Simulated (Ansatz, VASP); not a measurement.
**NaI: VASP beside Ansatz**

```xyz
2
Lattice="0.0000 3.1897 3.1897 3.1897 0.0000 3.1897 3.1897 3.1897 0.0000" Properties=species:S:1:pos:R:3 pbc="T T T"
Na    0.0000    0.0000    0.0000
I     3.1897    3.1897    3.1897
```

Alike in both runs: functional r2SCAN; k mesh 8 × 8 × 8; occupations fermi-dirac, width 0.02 eV; no spin polarisation.

Ansatz relaxed the structure, and its values are those at the end. VASP's run is a single point on that final structure, the one shown.

|  | VASP | Ansatz |
| --- | --- | --- |
| version | VASP 6.6.1 | Ansatz 0.2.0 |
| potentials or method | VASP PAW PBE potentials, release 64 (Na_pv, I), cutoff 520 eV | PAW plane waves |
| valence electrons in the cell | 14 | 26 |

```csv
,VASP,Ansatz,Ansatz less VASP
gap on the k mesh at the Fermi level (eV),4.58,4.57,-0.010
pressure (GPa),0.6,0.7,+0.11
```

VASP's potentials were made for PBE, not for r2SCAN. VASP's potentials hold 14 valence electrons a cell and Ansatz's 26, so a difference there can come from the potentials and not from the codes. Ansatz's warnings: stress scf threshold loose.

Spin-orbit coupling is off throughout.
